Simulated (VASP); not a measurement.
# Sn (Pm-3m) in VASP: further runs

Runs on Sn. Level: PBEsol. Tasks: single point, relaxation of cell and atoms.

Everything below comes from runs of VASP 6.6.1. Logs are shortened: lines on timing, memory, paths and dates and some standing lists are left out, and cuts for length are marked.

**1. The cell of the first run**

Symmetry: Pm-3m, No. 221, cubic system. The conventional cell has a = 3.029 Å, b = 3.029 Å, c = 3.029 Å, α = 90.00°, β = 90.00°, γ = 90.00°. Within 4.0 Å of Sn (site symmetry m-3m) lie 6 Sn at 3.03 Å.

**2. Single point, PBEsol**

The input, INCAR:

```
PREC = Accurate
ENCUT = 520
EDIFF = 1E-6
ISMEAR = -1
SIGMA = 0.1
LREAL = F
LASPH = T
NELM = 80
ALGO = Normal
ISIF = 2
LWAVE = F
LCHARG = T
GGA = PS
LELF = T
LVHAR = T
NBANDS = 13
```

The input, KPOINTS:

```
regular mesh
0
Gamma
  17 17 17
```

The input, POSCAR:

```
Sn
1.0
    3.0287997407      0.0000000000      0.0000000000
    0.0000000000      3.0287997407      0.0000000000
    0.0000000000      0.0000000000      3.0287997407
Sn
1
Direct
    0.0000000000      0.0000000000      0.0000000000
```

Potentials or basis: VASP PAW PBE potentials, release 64 (Sn_d).

Launch:

```bash
cat potpaw_PBE.64/Sn_d/POTCAR > POTCAR
mpirun -np 1 vasp_std > vasp.out
```

OUTCAR:

```text
PREC = Accurate
   ENCUT = 520
   EDIFF = 1E-6
   ISMEAR = -1
   LREAL = F
   LASPH = T
   NELM = 80
   ISIF = 2
   GGA = PS

 ion  position               nearest neighbor table
   1  0.000  0.000  0.000-

  LATTYP: Found a simple cubic cell.
 ALAT       =     3.0287997407

  Lattice vectors:

 A1 = (   3.0287997407,   0.0000000000,   0.0000000000)
 A2 = (   0.0000000000,   3.0287997407,   0.0000000000)
 A3 = (   0.0000000000,   0.0000000000,   3.0287997407)

Analysis of symmetry for initial positions (statically):
=====================================================================
 Subroutine PRICEL returns:
 Original cell was already a primitive cell.

 Routine SETGRP: Setting up the symmetry group for a
 simple cubic supercell.

 Subroutine GETGRP returns: Found 48 space group operations
 (whereof 48 operations were pure point group operations)
 out of a pool of 48 trial point group operations.

The static configuration has the point symmetry O_h .

Analysis of symmetry for dynamics (positions and initial velocities):
=====================================================================
 Subroutine PRICEL returns:
 Original cell was already a primitive cell.

 Routine SETGRP: Setting up the symmetry group for a
 simple cubic supercell.

 Subroutine GETGRP returns: Found 48 space group operations
 (whereof 48 operations were pure point group operations)
 out of a pool of 48 trial point group operations.

The dynamic configuration has the point symmetry O_h .

 Subroutine INISYM returns: Found 48 space group operations
 (whereof 48 operations are pure point group operations),
 and found     1 'primitive' translations

----------------------------------------------------------------------------------------

                                     Primitive cell

  volume of cell :      27.7851

  direct lattice vectors                    reciprocal lattice vectors
     3.028799741  0.000000000  0.000000000     0.330163789  0.000000000  0.000000000
     0.000000000  3.028799741  0.000000000     0.000000000  0.330163789  0.000000000
     0.000000000  0.000000000  3.028799741     0.000000000  0.000000000  0.330163789

  length of vectors
     3.028799741  3.028799741  3.028799741     0.330163789  0.330163789  0.330163789

  position of ions in fractional coordinates (direct lattice)
     0.000000000  0.000000000  0.000000000

  ion indices of the primitive-cell ions
   primitive index   ion index
                 1           1

----------------------------------------------------------------------------------------

 KPOINTS: regular mesh

Automatic generation of k-mesh.
 Grid dimensions read from file:
 generate k-points for:   17   17   17

 Generating k-lattice:

  Cartesian coordinates                     Fractional coordinates (reciprocal lattice)
     0.019421399  0.000000000  0.000000000     0.058823529  0.000000000  0.000000000
     0.000000000  0.019421399  0.000000000     0.000000000  0.058823529  0.000000000
     0.000000000  0.000000000  0.019421399     0.000000000  0.000000000  0.058823529

  Length of vectors
     0.019421399  0.019421399  0.019421399

  Shift w.r.t. Gamma in fractional coordinates (k-lattice)
     0.000000000  0.000000000  0.000000000

 Subroutine IBZKPT returns following result:
 ===========================================

 Found    165 irreducible k-points:

 Following reciprocal coordinates:
            Coordinates               Weight
  0.000000  0.000000  0.000000      1.000000
  0.058824  0.000000  0.000000      6.000000
  0.117647  0.000000  0.000000      6.000000
  0.176471  0.000000  0.000000      6.000000
  0.235294  0.000000  0.000000      6.000000
  0.294118  0.000000  0.000000      6.000000
[... 16 lines left out ...]
  0.411765  0.117647  0.000000     24.000000
  0.470588  0.117647  0.000000     24.000000
 [... further k-points ...]
   k-points           NKPTS =    165   k-points in BZ     NKDIM =    165   number of bands    NBANDS=     13
   number of dos      NEDOS =    301   number of ions     NIONS =      1
   total plane-waves  NPLWV =  13824
   dimension x,y,z NGX =    24 NGY =   24 NGZ =   24
   dimension x,y,z NGXF=    48 NGYF=   48 NGZF=   48
   ions per type =               1
   NGX,Y,Z   is equivalent  to a cutoff of  13.17, 13.17, 13.17 a.u.
   NGXF,Y,Z  is equivalent  to a cutoff of  26.35, 26.35, 26.35 a.u.
 SYSTEM =  unknown system
   PREC   = accura    normal or accurate (medium, high low for compatibility)
   ISTART =      0    job   : 0-new  1-cont  2-samecut
   ICHARG =      2    charge: 1-file 2-atom 10-const
   ISPIN  =      1    spin polarized calculation?
   LNONCOLLINEAR =      F non collinear calculations
   LSORBIT =      F    spin-orbit coupling
   LASPH  =      T    aspherical Exc in radial PAW
   ENCUT  =  520.0 eV  38.22 Ry    6.18 a.u.   5.63  5.63  5.63*2*pi/ulx,y,z
   NELM   =     80;   NELMIN=  2; NELMDL= -5     # of ELM steps
   EDIFF  = 0.1E-05   stopping-criterion for ELM
   LREAL  =      F    real-space projection
   EDIFFG = 0.1E-04   stopping-criterion for IOM
   NSW    =      0    number of steps for IOM
   IBRION =     -1    ionic relax: 0-MD 1-quasi-New 2-CG
   NFREE  =      0    steps in history (QN), initial steepest desc. (CG)
   ISIF   =      2    stress and relaxation
   ISYM   =      2    0-nonsym 1-usesym 2-fastsym
   POTIM  = 0.5000    time-step for ionic-motion
   TEBEG  =    0.0;   TEEND  =   0.0 temperature during run
   PSTRESS=    0.0 pullay stress
   NELECT =      14.0000    total number of electrons
   NUPDOWN=      -1.0000    fix difference up-down
   EMIN   =  10.00;   EMAX   =-10.00  energy-range for DOS
   EFERMI =   0.00;   METHOD = LEGACY
   ISMEAR =    -1;   SIGMA  =   0.10  broadening in eV -4-tet -1-fermi 0-gaus
   EFERMI_NEDOS =   21; number of points for ismear=-14 and -15
   IALGO  =     38    algorithm
   IMIX   =      4    mixing-type and parameters
     AMIX     =   0.40;   BMIX     =  1.00
     AMIX_MAG =   1.60;   BMIX_MAG =  1.00
  volume/ion in A,a.u.               =      27.79       187.50
  Fermi-wavevector in a.u.,A,eV,Ry     =   1.302708  2.461760 23.089728  1.697047
  Thomas-Fermi vector in A             =   2.433758
   LORBIT       =      0    0 simple, 1 ext, 2 COOP (PROOUT), +10 PAW based schemes
   GGA     = PS    functional components
   LHFCALC =     F    Hartree Fock is set to
   AEXX    =    0.0000 exact exchange contribution
   IVDW    =     0    specifies the selected vdW correction
   LEPSILON=     F    determine dielectric tensor
   LRPA    =     F    only Hartree local field effects (RPA)
 non-spin polarized calculation
  energy-cutoff  :      520.00
  volume of cell :       27.79
 maximum number of plane-waves:       764
 NGX is ok and might be reduce to    24
   NGX = 11   NGY = 11   NGZ = 11

 number of electron      14.0000013 magnetization

 Free energy of the ion-electron system (eV)
  ---------------------------------------------------
  ext. energy  EPLUGINS =         0.00000000
  ---------------------------------------------------
  free energy    TOTEN  =        -4.22654521 eV

  energy without entropy =       -4.20795848  energy(sigma->0) =       -4.21725185

 E-fermi :   7.4418     XC(G=0): -10.2991

 val. band max:        7.4045770956   @ k =   0.4706   0.4118   0.2941
 cond. band min:       7.4505416297   @ k =   0.2353   0.0588   0.0000
 fundamental gap:      0.0459645342
 Fermi energy:         7.4417630799

 k-point     1 :       0.0000    0.0000    0.0000
  band No.  band energies     occupation
      1     -14.0965      2.00000
      2     -14.0965      2.00000
      3     -13.6617      2.00000
      4     -13.6617      2.00000
      5     -13.6617      2.00000
      6      -3.5731      2.00000
      7      12.9163      0.00000
      8      12.9163      0.00000
      9      12.9163      0.00000
     10      16.2763      0.00000
     11      16.2763      0.00000
     12      17.6480      0.00000
     13      27.7571      0.00000

 k-point     2 :       0.0588    0.0000    0.0000
  band No.  band energies     occupation
      1     -14.0958      2.00000
      2     -14.0850      2.00000
      3     -13.6656      2.00000
      4     -13.6656      2.00000
      5     -13.6614      2.00000
      6      -3.5159      2.00000
      7      12.0987      0.00000
      8      12.9784      0.00000
      9      12.9784      0.00000
     10      16.3179      0.00000
     11      16.8001      0.00000
     12      18.0651      0.00000
     13      27.2374      0.00000

 k-point     3 :       0.1176    0.0000    0.0000
  band No.  band energies     occupation
      1     -14.0936      2.00000
      2     -14.0520      2.00000
      3     -13.6767      2.00000
      4     -13.6767      2.00000
      5     -13.6605      2.00000
      6      -3.3443      2.00000
      7      10.5738      0.00000
      8      13.1623      0.00000
      9      13.1623      0.00000
     10      16.4427      0.00000
     11      17.2062      0.00000
     12      19.5514      0.00000
     13      26.1424      0.00000

 k-point     4 :       0.1765    0.0000    0.0000
  band No.  band energies     occupation
      1     -14.0904      2.00000
      2     -14.0019      2.00000
      3     -13.6935      2.00000
      4     -13.6935      2.00000
      5     -13.6591      2.00000
      6      -3.0586      2.00000
      7       8.9596      0.00000
      8      13.4601      0.00000
      9      13.4601      0.00000
     10      16.6516      0.00000
     11      17.4582      0.00000
     12      21.5149      0.00000
     13      24.9240      0.00000

 k-point     5 :       0.2353    0.0000    0.0000
  band No.  band energies     occupation
      1     -14.0865      2.00000
      2     -13.9416      2.00000
      3     -13.7137      2.00000
      4     -13.7137      2.00000
      5     -13.6574      2.00000
      6      -2.6609      2.00000
      7       7.3950      1.22954
      8      13.8573      0.00000
      9      13.8573      0.00000
     10      16.9459      0.00000
     11      17.7381      0.00000
     12      23.5720      0.00000
     13      23.7285      0.00000
[... 257 lines left out ...]
 k-point    22 :       0.3529    0.1176    0.0000
  band No.  band energies     occupation
      1     -14.0470      2.00000
      2     -13.8046      2.00000
      3     -13.7728      2.00000
      4     -13.7514      2.00000
      5     -13.6687      2.00000
      6      -1.3421      2.00000
      7       4.8289      2.00000
      8      12.4907      0.00000
      9      15.0893      0.00000
     10      18.0487      0.00000
     11      18.5072      0.00000
     12      21.3273      0.00000
     13      22.6772      0.00000

 k-point    23 :       0.4118    0.1176    0.0000
  band No.  band energies     occupation
      1     -14.0442      2.00000
      2     -13.7876      2.00000
      3     -13.7653      2.00000
      4     -13.7618      2.00000
      5     -13.6675      2.00000
      6      -0.7226      2.00000
      7       3.7132      2.00000
      8      13.0109      0.00000
      9      15.5511      0.00000
     10      17.3747      0.00000
     11      18.8860      0.00000
     12      20.9915      0.00000
     13      21.8484      0.00000

 k-point    24 :       0.4706    0.1176    0.0000
  band No.  band energies     occupation
      1     -14.0426      2.00000
      2     -13.7954      2.00000
      3     -13.7727      2.00000
      4     -13.7389      2.00000
      5     -13.6668      2.00000
      6      -0.2424      2.00000
      7       2.9831      2.00000
      8      13.3789      0.00000
      9      15.8442      0.00000
     10      16.8545      0.00000
     11      19.4258      0.00000
     12      20.3846      0.00000
     13      21.3707      0.00000

 [... further k-points ...]

------------------------ aborting loop because EDIFF is reached ----------------------------------------

  FORCE on cell =-STRESS in cart. coord.  units (eV):
  Direction    XX          YY          ZZ          XY          YZ          ZX
  --------------------------------------------------------------------------------------
  -------------------------------------------------------------------------------------
  Total        0.0452227      0.0452227      0.0452227     -0.0000000      0.0000000      0.0000000
  in kB        2.6076849      2.6076849      2.6076849     -0.0000000      0.0000000      0.0000000
  external PRESSURE =       2.6076849 kB  Pullay stress =       0.0000000 kB

 VOLUME and BASIS-vectors are now :
 -----------------------------------------------------------------------------
  energy-cutoff  :      520.00
  volume of cell :       27.79
      direct lattice vectors                 reciprocal lattice vectors
     3.028799741  0.000000000  0.000000000     0.330163789  0.000000000  0.000000000
     0.000000000  3.028799741  0.000000000     0.000000000  0.330163789  0.000000000
     0.000000000  0.000000000  3.028799741     0.000000000  0.000000000  0.330163789

 POSITION                                       TOTAL-FORCE (eV/Angst)
 -----------------------------------------------------------------------------------
      0.00000      0.00000      0.00000         0.000000      0.000000      0.000000
 -----------------------------------------------------------------------------------
    total drift:                                0.000000     -0.000000      0.000000

  FREE ENERGIE OF THE ION-ELECTRON SYSTEM (eV)
  ---------------------------------------------------
  free  energy   TOTEN  =        -4.2265452115 eV

  energy  without entropy=       -4.2079584843  energy(sigma->0) =       -4.21725185
```

Wall time 49 s (1 thread of Intel Xeon 8259CL, shared host); peak memory 0.18 GiB.

What came out:

- Free energy: -4.2265 eV
- Pressure: 0.3 GPa
- Band gap on the k mesh: zero (band 7 reaches 12.92 eV, above the bottom of band 8 at 5.34 eV)

Levels at points of the mesh, in eV from the Fermi level:
| k point | band 3 | band 4 | band 5 | band 6 | band 7 | band 8 | band 9 | band 10 | band 11 | band 12 |
| --- | --- | --- | --- | --- | --- | --- | --- | --- | --- | --- |
| (0.00, 0.00, 0.00) | -21.10 | -21.10 | -21.10 | -11.01 | 5.47 | 5.47 | 5.47 | 8.83 | 8.83 | 10.21 |

Caveat: the PAW data sets were made with another functional, which shifts forces and pressure a little; spin-orbit coupling is left out, which moves the levels of the heavy elements.

**3. Relaxation of cell and atoms, PBEsol**

This run uses another cell than the first one, of 30.28 Å³/atom, 1.090 times its volume.

The input, INCAR:

```
ALGO = Normal ; EDIFF = 1E-6
EDIFFG = -0.01 ; ENCUT = 600
GGA = PS ; IBRION = 2
ISIF = 3 ; ISMEAR = -1
LASPH = T ; LCHARG = F
LREAL = F ; LWAVE = F
NELM = 100 ; NSW = 80
PREC = Accurate ; SIGMA = 0.1
```

The input, KPOINTS:

```
k-points
0
Gamma
  10 10 10
```

The input, POSCAR:

```
Sn
1.0
    3.1167899200      0.0000000000      0.0000000000
    0.0000000000      3.1167899200      0.0000000000
    0.0000000000      0.0000000000      3.1167899200
Sn
1
Direct
    0.0000000000      0.0000000000      0.0000000000
```

Potentials or basis: VASP PAW PBE potentials, release 64 (Sn_d).

Launch:

```bash
cat potpaw_PBE.64/Sn_d/POTCAR > POTCAR
mpirun -np 1 vasp_std > vasp.out
```

Wall time 75 s (1 thread of Intel Xeon 8259CL, shared host); peak memory 0.18 GiB.

Results (log left out):

```
Free energy                            : -4.2511 eV
Relaxed volume                         : 27.78 Å³/atom
Relaxed cell                           : a = 3.029 Å, b = 3.029 Å, c = 3.029 Å, α = 90.00°, β = 90.00°, γ = 90.00°
Space group after relaxing (to 0.05 Å) : Pm-3m (No. 221)
Energy gained by relaxing              : 32.8 meV/atom
Ionic steps                            : 3
Pressure after relaxing                : 0.0 GPa
Band gap on the k mesh                 : zero (band 7 reaches 12.92 eV, above the bottom of band 8 at 5.18 eV)
```

Step by step:
```csv
step,energy change (eV),largest force (eV/Å),pressure (GPa),volume (Å³)
1,0.0000,0.0000,-3.85,30.28
2,-0.0305,0.0000,1.25,27.20
3,-0.0328,0.0000,0.03,27.78
```

Final structure:
```xyz
1
Lattice="3.0286 0.0000 0.0000 0.0000 3.0286 0.0000 0.0000 0.0000 3.0286" Properties=species:S:1:pos:R:3 pbc="T T T"
Sn    0.0000    0.0000    0.0000
```

Levels at points of the mesh, in eV from the Fermi level:
```
           k point  band 5  band 6  band 7  band 8  band 9  band 10
(0.00, 0.00, 0.00)  -21.09  -11.00    5.50    5.50    5.50     8.86
(0.50, 0.00, 0.00)  -21.08   -7.81   -4.77    8.20    8.20    11.77
(0.50, 0.50, 0.00)  -20.95   -4.41   -2.24   -2.24    2.79    11.16
(0.50, 0.50, 0.50)  -20.94   -0.47    0.20    0.20    0.20     5.93
```

Caveat: the PAW data sets were made with another functional, which shifts forces and pressure a little; spin-orbit coupling is left out, which moves the levels of the heavy elements.
